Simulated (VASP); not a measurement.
# I (Cmce) in VASP: further runs

I is run at these levels: r2SCAN-based global hybrid with 50 % exact exchange, PBE, PBE+D3(BJ), PBE+D4; tasks: single point, relaxation of cell and atoms.

Program: VASP 6.6.1. These are calculated values, not measurements. Logs are shortened: lines on timing, memory, paths and dates and some standing lists are left out, and cuts for length are marked.

**1. The cell of the first run**

Symmetry: Cmce, No. 64, orthorhombic system. Conventional cell: a = 7.270 Å, b = 4.790 Å, c = 9.793 Å, α = 90.00°, β = 90.00°, γ = 90.00°. Within 3.6 Å of I (site symmetry m) lie 3 I at 2.68 to 3.56 Å.

**2. Single point, r2SCAN-based global hybrid with 50 % exact exchange**

File POSCAR:

```
I
1.0
    3.6350350000     -2.3950200000      0.0000000000
    3.6350350000      2.3950200000      0.0000000000
    0.0000000000      0.0000000000      9.7934400000
I
4
Direct
    0.6493000000      0.3507000000      0.3844000000
    0.1493000000      0.8507000000      0.1156000000
    0.3507000000      0.6493000000      0.6156000000
    0.8507000000      0.1493000000      0.8844000000
```

File INCAR.step1:

```
SYSTEM = I
ALGO     = Normal         ! electronic algorithm
EDIFF    = 1E-5           ! SCF threshold, eV
ENCUT    = 520            ! plane-wave cutoff, eV
GGA      = PE             ! functional
ISIF     = 2              ! what is computed and relaxed
ISMEAR   = -1             ! smearing method
LASPH    = .True.         ! aspherical terms in the spheres
LCHARG   = .False.        ! write CHGCAR
LREAL    = .False.        ! projectors in reciprocal space
LWAVE    = .True.         ! write WAVECAR
NBANDS   = 22             ! bands
NELM     = 100            ! most SCF steps
PREC     = Accurate       ! precision mode
SIGMA    = 0.05           ! smearing width, eV
```

File INCAR.step2:

```
SYSTEM = I
AEXX     = 0.5            ! exact-exchange fraction
ALGO     = Normal         ! electronic algorithm
EDIFF    = 1E-6           ! SCF threshold, eV
ENCUT    = 520            ! plane-wave cutoff, eV
ISIF     = 2              ! what is computed and relaxed
ISMEAR   = -1             ! smearing method
ISTART   = 1            
LASPH    = .True.         ! aspherical terms in the spheres
LCHARG   = .False.        ! write CHGCAR
LHFCALC  = .True.         ! exact exchange
LMIXTAU  = .True.       
LREAL    = .False.        ! projectors in reciprocal space
LWAVE    = .False.        ! write WAVECAR
METAGGA  = R2SCAN         ! meta-GGA
NBANDS   = 22             ! bands
NELM     = 100            ! most SCF steps
PREC     = Accurate       ! precision mode
PRECFOCK = Normal       
SIGMA    = 0.05           ! smearing width, eV
```

File KPOINTS:

```
k-points
0
Gamma
  4 4 2
  0 0 0
```

Potentials or basis: VASP PAW PBE potentials, release 64 (I).

Launch:

```
$ cat potpaw_PBE.64/I/POTCAR > POTCAR
$ cp INCAR.step1 INCAR
$ mpirun -np 1 vasp_std > vasp.out
$ cp INCAR.step2 INCAR
$ mpirun -np 1 vasp_std > vasp.out
```

OUTCAR:

```text
SYSTEM = I
   AEXX = 0.5
   EDIFF = 1E-6
   ENCUT = 520
   ISIF = 2
   ISMEAR = -1
   ISTART = 1
   LASPH = .True.
   LHFCALC = .True.
   LREAL = .False.
   METAGGA = R2SCAN
   NELM = 100
   PREC = Accurate
   PRECFOCK = Normal

 ion  position               nearest neighbor table
   1  0.649  0.351  0.384-   3 2.68   2 3.56   2 3.56
   2  0.149  0.851  0.116-   4 2.68   1 3.56   1 3.56
   3  0.351  0.649  0.616-   1 2.68   4 3.56   4 3.56
   4  0.851  0.149  0.884-   2 2.68   3 3.56   3 3.56

  LATTYP: Found a base centered orthorhombic cell.
 ALAT       =     4.7900400000
 B/A-ratio  =     1.5177472422
 C/A-ratio  =     2.0445424255

  Lattice vectors:

 A1 = (  -3.6350350000,  -2.3950200000,   0.0000000000)
 A2 = (   3.6350350000,  -2.3950200000,   0.0000000000)
 A3 = (   0.0000000000,   0.0000000000,   9.7934400000)

Analysis of symmetry for initial positions (statically):
=====================================================================
 Subroutine PRICEL returns:
 Original cell was already a primitive cell.

 Routine SETGRP: Setting up the symmetry group for a
 base centered orthorhombic supercell.

 Subroutine GETGRP returns: Found  8 space group operations
 (whereof  4 operations were pure point group operations)
 out of a pool of  8 trial point group operations.

The static configuration has the point symmetry C_2h.
 The point group associated with its full space group is D_2h.

Analysis of symmetry for dynamics (positions and initial velocities):
=====================================================================
 Subroutine PRICEL returns:
 Original cell was already a primitive cell.

 Routine SETGRP: Setting up the symmetry group for a
 base centered orthorhombic supercell.

 Subroutine GETGRP returns: Found  8 space group operations
 (whereof  4 operations were pure point group operations)
 out of a pool of  8 trial point group operations.

The dynamic configuration has the point symmetry C_2h.
 The point group associated with its full space group is D_2h.

 Subroutine INISYM returns: Found  8 space group operations
 (whereof  4 operations are pure point group operations),
 and found     1 'primitive' translations

----------------------------------------------------------------------------------------

                                     Primitive cell

  volume of cell :     170.5230

  direct lattice vectors                    reciprocal lattice vectors
     3.635035000 -2.395020000  0.000000000     0.137550257 -0.208766524  0.000000000
     3.635035000  2.395020000  0.000000000     0.137550257  0.208766524  0.000000000
     0.000000000  0.000000000  9.793440000     0.000000000  0.000000000  0.102109167

  length of vectors
     4.353113857  4.353113857  9.793440000     0.250007070  0.250007070  0.102109167

  position of ions in fractional coordinates (direct lattice)
     0.649300000  0.350700000  0.384400000
     0.149300000  0.850700000  0.115600000
     0.350700000  0.649300000  0.615600000
     0.850700000  0.149300000  0.884400000

  ion indices of the primitive-cell ions
   primitive index   ion index
                 1           1
                 2           2
                 3           3
                 4           4

----------------------------------------------------------------------------------------

 KPOINTS: k-points

Automatic generation of k-mesh.
 Grid dimensions read from file:
 generate k-points for:    4    4    2

 Generating k-lattice:

  Cartesian coordinates                     Fractional coordinates (reciprocal lattice)
     0.034387564 -0.052191631  0.000000000     0.250000000  0.000000000  0.000000000
     0.034387564  0.052191631  0.000000000     0.000000000  0.250000000  0.000000000
     0.000000000  0.000000000  0.051054583     0.000000000  0.000000000  0.500000000

  Length of vectors
     0.062501767  0.062501767  0.051054583

  Shift w.r.t. Gamma in fractional coordinates (k-lattice)
     0.000000000  0.000000000  0.000000000

 Subroutine IBZKPT returns following result:
 ===========================================

 Found     14 irreducible k-points:

 Following reciprocal coordinates:
            Coordinates               Weight
  0.000000  0.000000  0.000000      1.000000
  0.250000  0.000000  0.000000      4.000000
  0.500000  0.000000  0.000000      2.000000
  0.250000  0.250000  0.000000      2.000000
  0.500000  0.250000  0.000000      4.000000
 -0.250000  0.250000  0.000000      2.000000
  0.500000  0.500000  0.000000      1.000000
  0.000000  0.000000  0.500000      1.000000
  0.250000  0.000000  0.500000      4.000000
  0.500000  0.000000  0.500000      2.000000
  0.250000  0.250000  0.500000      2.000000
  0.500000  0.250000  0.500000      4.000000
 -0.250000  0.250000  0.500000      2.000000
  0.500000  0.500000  0.500000      1.000000
   k-points           NKPTS =     14   k-points in BZ     NKDIM =     32   number of bands    NBANDS=     22
   number of dos      NEDOS =    301   number of ions     NIONS =      4
   total plane-waves  NPLWV =  81920
   dimension x,y,z NGX =    32 NGY =   32 NGZ =   80
   dimension x,y,z NGXF=    64 NGYF=   64 NGZF=  160
   ions per type =               4
   NGX,Y,Z   is equivalent  to a cutoff of  12.22, 12.22, 13.58 a.u.
   NGXF,Y,Z  is equivalent  to a cutoff of  24.44, 24.44, 27.16 a.u.
 SYSTEM =  I
   PREC   = accura    normal or accurate (medium, high low for compatibility)
   ISTART =      1    job   : 0-new  1-cont  2-samecut
   ICHARG =      0    charge: 1-file 2-atom 10-const
   ISPIN  =      1    spin polarized calculation?
   LNONCOLLINEAR =      F non collinear calculations
   LSORBIT =      F    spin-orbit coupling
   LASPH  =      T    aspherical Exc in radial PAW
   ENCUT  =  520.0 eV  38.22 Ry    6.18 a.u.   8.09  8.09 18.21*2*pi/ulx,y,z
   NELM   =    100;   NELMIN=  2; NELMDL=  0     # of ELM steps
   EDIFF  = 0.1E-05   stopping-criterion for ELM
   LREAL  =      F    real-space projection
   EDIFFG = 0.1E-04   stopping-criterion for IOM
   NSW    =      0    number of steps for IOM
   IBRION =     -1    ionic relax: 0-MD 1-quasi-New 2-CG
   NFREE  =      0    steps in history (QN), initial steepest desc. (CG)
   ISIF   =      2    stress and relaxation
   ISYM   =      3    0-nonsym 1-usesym 2-fastsym
   POTIM  = 0.5000    time-step for ionic-motion
   TEBEG  =    0.0;   TEEND  =   0.0 temperature during run
   PSTRESS=    0.0 pullay stress
   NELECT =      28.0000    total number of electrons
   NUPDOWN=      -1.0000    fix difference up-down
   EMIN   =  10.00;   EMAX   =-10.00  energy-range for DOS
   EFERMI =   0.00;   METHOD = LEGACY
   ISMEAR =    -1;   SIGMA  =   0.05  broadening in eV -4-tet -1-fermi 0-gaus
   EFERMI_NEDOS =   21; number of points for ismear=-14 and -15
   IALGO  =     38    algorithm
   IMIX   =      1    mixing-type and parameters
     AMIX     =   0.40;   BMIX     =  1.00
     AMIX_MAG =   1.60;   BMIX_MAG =  1.00
  volume/ion in A,a.u.               =      42.63       287.69
  Fermi-wavevector in a.u.,A,eV,Ry     =   0.896465  1.694073 10.934307  0.803649
  Thomas-Fermi vector in A             =   2.018926
   LORBIT       =      0    0 simple, 1 ext, 2 COOP (PROOUT), +10 PAW based schemes
   METAGGA = R2SCAN    functional components
   LHFCALC =     T    Hartree Fock is set to
   PRECFOCK=normal    Normal, Fast or Accurate (Low or Medium for compatibility)
   ENCUT4O =  -1.0   cutoff for four orbital integrals eV
   NKREDX  =     1    reduce k-point grid by
   NKREDY  =     1    reduce k-point grid by
   NKREDZ  =     1    reduce k-point grid by
   AEXX    =    0.5000 exact exchange contribution
   HFSCREEN=    0.0000 screening length (either q_TF or 0.3 A-1)
   HFSCREENC=   0.0000 screening length for correlation (either q_TF or 0.3 A-1)
   ENCUTFOCK=  -1.0 apply spherical cutoff to Coloumb kernel
   IVDW    =     0    specifies the selected vdW correction
   LEPSILON=     F    determine dielectric tensor
   LRPA    =     F    only Hartree local field effects (RPA)
 non-spin polarized calculation
  energy-cutoff  :      520.00
  volume of cell :      170.52
 maximum number of plane-waves:      4632
  NGX = 28; NGY = 28; NGZ = 56

 number of electron      28.0000001 magnetization

 Free energy of the ion-electron system (eV)
  ---------------------------------------------------
  ext. energy  EPLUGINS =         0.00000000
  ---------------------------------------------------
  free energy    TOTEN  =       -60.16099771 eV

  energy without entropy =      -60.16099771  energy(sigma->0) =      -60.16099771

 E-fermi :   1.5520     XC(G=0):  -4.8261

 val. band max:        0.4189248541   @ k =   0.5000   0.0000   0.5000
 cond. band min:       4.9727089444   @ k =   0.5000   0.5000   0.0000
 fundamental gap:      4.5537840902
 Fermi energy:         1.5519585778

 k-point     1 :       0.0000    0.0000    0.0000
  band No.  band energies     occupation
      1     -15.7453      2.00000
      2     -15.1581      2.00000
      3     -13.2164      2.00000
      4     -11.9764      2.00000
      5      -4.6230      2.00000
      6      -2.9477      2.00000
[... 14 lines left out ...]
     21      11.3304      0.00000
     22      11.4786      0.00000

 k-point     2 :       0.2500    0.0000    0.0000
  band No.  band energies     occupation
      1     -15.5191      2.00000
      2     -15.0788      2.00000
      3     -13.0318      2.00000
      4     -12.1711      2.00000
      5      -4.6535      2.00000
      6      -3.6693      2.00000
[... 14 lines left out ...]
     21      11.2457      0.00000
     22      11.9304      0.00000

 k-point     3 :       0.5000    0.0000    0.0000
  band No.  band energies     occupation
      1     -15.1316      2.00000
      2     -15.1316      2.00000
      3     -12.6175      2.00000
      4     -12.6175      2.00000
      5      -4.7153      2.00000
      6      -4.7153      2.00000
[... 14 lines left out ...]
     21      12.4469      0.00000
     22      12.4469      0.00000

 k-point     4 :       0.2500    0.2500    0.0000
  band No.  band energies     occupation
      1     -15.5523      2.00000
      2     -15.0155      2.00000
      3     -13.0479      2.00000
      4     -11.9486      2.00000
      5      -4.4632      2.00000
      6      -3.1587      2.00000
[... 14 lines left out ...]
     21      11.2210      0.00000
     22      11.4165      0.00000

 k-point     5 :       0.5000    0.2500    0.0000
  band No.  band energies     occupation
      1     -15.2896      2.00000
      2     -14.9470      2.00000
      3     -12.8280      2.00000
      4     -12.1890      2.00000
      5      -4.5290      2.00000
      6      -3.9606      2.00000
[... 167 lines left out ...]
 k-point    12 :       0.5000    0.2500    0.5000
  band No.  band energies     occupation
      1     -15.1360      2.00000
      2     -15.1360      2.00000
      3     -12.4963      2.00000
      4     -12.4963      2.00000
      5      -4.1809      2.00000
      6      -4.1809      2.00000
[... 14 lines left out ...]
     21      11.9337      0.00000
     22      11.9337      0.00000

 k-point    13 :      -0.2500    0.2500    0.5000
  band No.  band energies     occupation
      1     -15.1345      2.00000
      2     -15.1345      2.00000
      3     -12.6152      2.00000
      4     -12.6152      2.00000
      5      -4.1914      2.00000
      6      -4.1914      2.00000
[... 14 lines left out ...]
     21      12.0516      0.00000
     22      12.0516      0.00000

 k-point    14 :       0.5000    0.5000    0.5000
  band No.  band energies     occupation
      1     -15.1380      2.00000
      2     -15.1380      2.00000
      3     -12.3716      2.00000
      4     -12.3716      2.00000
      5      -3.8968      2.00000
      6      -3.8968      2.00000
[... 14 lines left out ...]
     21      11.2619      0.00000
     22      11.2619      0.00000

------------------------ aborting loop because EDIFF is reached ----------------------------------------

  FORCE on cell =-STRESS in cart. coord.  units (eV):
  Direction    XX          YY          ZZ          XY          YZ          ZX
  --------------------------------------------------------------------------------------
  -------------------------------------------------------------------------------------
  Total        0.3393485     -0.1532037     -1.0031272      0.0000000      0.0000000      0.0000000
  in kB        3.1884056     -1.4394510     -9.4250479      0.0000000      0.0000000      0.0000000
  external PRESSURE =      -2.5586978 kB  Pullay stress =       0.0000000 kB

 VOLUME and BASIS-vectors are now :
 -----------------------------------------------------------------------------
  energy-cutoff  :      520.00
  volume of cell :      170.52
      direct lattice vectors                 reciprocal lattice vectors
     3.635035000 -2.395020000  0.000000000     0.137550257 -0.208766524  0.000000000
     3.635035000  2.395020000  0.000000000     0.137550257  0.208766524  0.000000000
     0.000000000  0.000000000  9.793440000     0.000000000  0.000000000  0.102109167

 POSITION                                       TOTAL-FORCE (eV/Angst)
 -----------------------------------------------------------------------------------
      3.63503     -0.71515      3.76460         0.000000      0.188359      0.279153
      3.63503      1.67987      1.13212         0.000000      0.188359     -0.279153
      3.63503      0.71515      6.02884         0.000000     -0.188359     -0.279153
      3.63503     -1.67987      8.66132         0.000000     -0.188359      0.279153
 -----------------------------------------------------------------------------------
    total drift:                                0.000000      0.000000      0.000000

  FREE ENERGIE OF THE ION-ELECTRON SYSTEM (eV)
  ---------------------------------------------------
  free  energy   TOTEN  =       -60.1609977052 eV

  energy  without entropy=      -60.1609977051  energy(sigma->0) =      -60.16099771
```

Wall time 34 min (1 thread of Intel Xeon Platinum 8488C (Sapphire Rapids), shared host); peak memory 0.37 GiB.

Results:

| Quantity | Value |
| --- | --- |
| Free energy | -60.1610 eV |
| Pressure | -0.3 GPa |
| Largest force | 0.337 eV/Å |
| Band gap on the k mesh | 4.55 eV (least direct gap 4.85 eV) |

Forces in eV/Å, atoms in the order of the input:
```
I    0.000  0.188  0.279
I    0.000  0.188 -0.279
I    0.000 -0.188 -0.279
I    0.000 -0.188  0.279
```

Stress tensor (GPa, compression positive):
```
 0.32  0.00  0.00
 0.00 -0.14  0.00
 0.00  0.00 -0.94
```

Levels at points of the mesh, in eV from the valence-band top:
| k point | band 11 | band 12 | band 13 | band 14 | band 15 | band 16 | band 17 | band 18 |
| --- | --- | --- | --- | --- | --- | --- | --- | --- |
| (0.00, 0.00, 0.00) | -1.31 | -0.66 | -0.31 | -0.22 | 4.63 | 5.69 | 8.60 | 8.65 |
| (0.50, 0.00, 0.00) | -1.43 | -1.43 | -0.58 | -0.58 | 5.53 | 5.53 | 8.76 | 8.76 |
| (0.50, 0.50, 0.00) | -2.36 | -1.55 | -0.88 | -0.54 | 4.55 | 5.21 | 8.44 | 9.25 |
| (0.00, 0.00, 0.50) | -1.21 | -1.21 | -0.26 | -0.26 | 4.96 | 4.96 | 9.17 | 9.17 |
| (0.50, 0.00, 0.50) | -1.01 | -1.01 | 0.00 | 0.00 | 4.98 | 4.98 | 9.16 | 9.16 |
| (0.50, 0.50, 0.50) | -1.48 | -1.48 | -1.33 | -1.33 | 4.68 | 4.68 | 9.50 | 9.50 |

Caveat: the PAW data sets were made with another functional, which shifts forces and pressure a little; spin-orbit coupling is left out, which moves the levels of the heavy elements.

**3. Single point, PBE**

File INCAR:

```
SYSTEM = I
PREC     = Accurate       ! precision mode
ENCUT    = 520            ! plane-wave cutoff, eV
EDIFF    = 1E-7           ! SCF threshold, eV
ISMEAR   = 0              ! smearing method
SIGMA    = 0.027000000000000003 ! smearing width, eV
LREAL    = .FALSE.        ! projectors in reciprocal space
LASPH    = .TRUE.         ! aspherical terms in the spheres
NELM     = 100            ! most SCF steps
ALGO     = Normal         ! electronic algorithm
ISIF     = 2              ! what is computed and relaxed
LWAVE    = .FALSE.        ! write WAVECAR
LCHARG   = .FALSE.        ! write CHGCAR
GGA      = PE             ! functional
NBANDS   = 22             ! bands
```

File KPOINTS:

```
regular mesh
0
G
  7 7 3
  0 0 0
```

POSCAR is that of step 2.

Potentials or basis: VASP PAW PBE potentials, release 64 (I).

Launch:

```
$ cat potpaw_PBE.64/I/POTCAR > POTCAR
$ mpirun -np 1 vasp_std > vasp.out
```

It took 53 s on 1 thread of Intel Xeon 6975P-C (Granite Rapids), shared host; peak memory 0.3 GiB.

The run converged. Its results:

```yaml
Free_energy: -5.8888 eV
Pressure: 1.7 GPa
Largest_force: 0.844 eV/Å
Band_gap_on_the_k_mesh: 1.33 eV (least direct gap 1.41 eV)
```

Forces on the atoms (eV/Å):
```
I    0.000 -0.394 -0.746
I    0.000 -0.394  0.746
I    0.000  0.394  0.746
I    0.000  0.394 -0.746
```

Stress tensor (GPa, compression positive):
```
1.25 0.00 0.00
0.00 1.31 0.00
0.00 0.00 2.68
```

Levels at points of the mesh, in eV from the valence-band top:
| k point | band 12 | band 13 | band 14 | band 15 | band 16 | band 17 |
| --- | --- | --- | --- | --- | --- | --- |
| (0.00, 0.00, 0.00) | -0.53 | -0.07 | 0.00 | 1.41 | 2.25 | 5.29 |

Caveat: this functional lacks dispersion, which holds the molecules together, so the pressure and a relaxed volume are unreliable; spin-orbit coupling is left out, which moves the levels of the heavy elements. Expect the measured gap to be larger: semilocal functionals such as PBE lack the derivative discontinuity.

[end of part 1 of 2]
